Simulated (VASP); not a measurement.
Input of a VASP 6.6.1 run:

Contents of INCAR:

```
  PREC = Accurate
  ENCUT = 630
  EDIFF = 1E-6
  ISMEAR = 0
  SIGMA = 0.1
  LREAL = F
  LASPH = T
  NELM = 120
  ALGO = Normal
  ISIF = 2
  LWAVE = F
  LCHARG = F
  GGA = PE
  NBANDS = 64
  GGA_COMPAT = F
```

Contents of KPOINTS:

```
regular mesh
0
Gamma
  6 6 4
```

The input POSCAR:

```
CdIr
1.0
    5.5603679352      0.0000000000      0.0000000000
   -2.7801839676      4.8154198863      0.0000000000
    0.0000000000      0.0000000000      4.5231180248
Cd Ir
3 3
Direct
    0.5000000000      0.0000000000      0.0000000000
    0.5000000000      0.5000000000      0.0000000000
    0.0000000000      0.5000000000      0.0000000000
    0.0000000000      0.0000000000      0.0000000000
    0.3333333333      0.6666666667      0.5000000000
    0.6666666667      0.3333333333      0.5000000000
```

Potentials or basis: VASP PAW PBE potentials, release 64 (Cd_sv_GW, Ir_sv_GW).

The run is started by

```sh
$ cat potpaw_PBE.64/Cd_sv_GW/POTCAR potpaw_PBE.64/Ir_sv_GW/POTCAR > POTCAR
$ mpirun -np 1 vasp_std > vasp.out
```

(1) What does it give for the band gap on the k mesh?

(2) Estimate the pressure.

Results:

(1) zero (an odd number of electrons rules out a gap without spin polarisation).

(2) -0.3 GPa.

Caveat: spin-orbit coupling is left out, which moves the levels of the heavy elements.
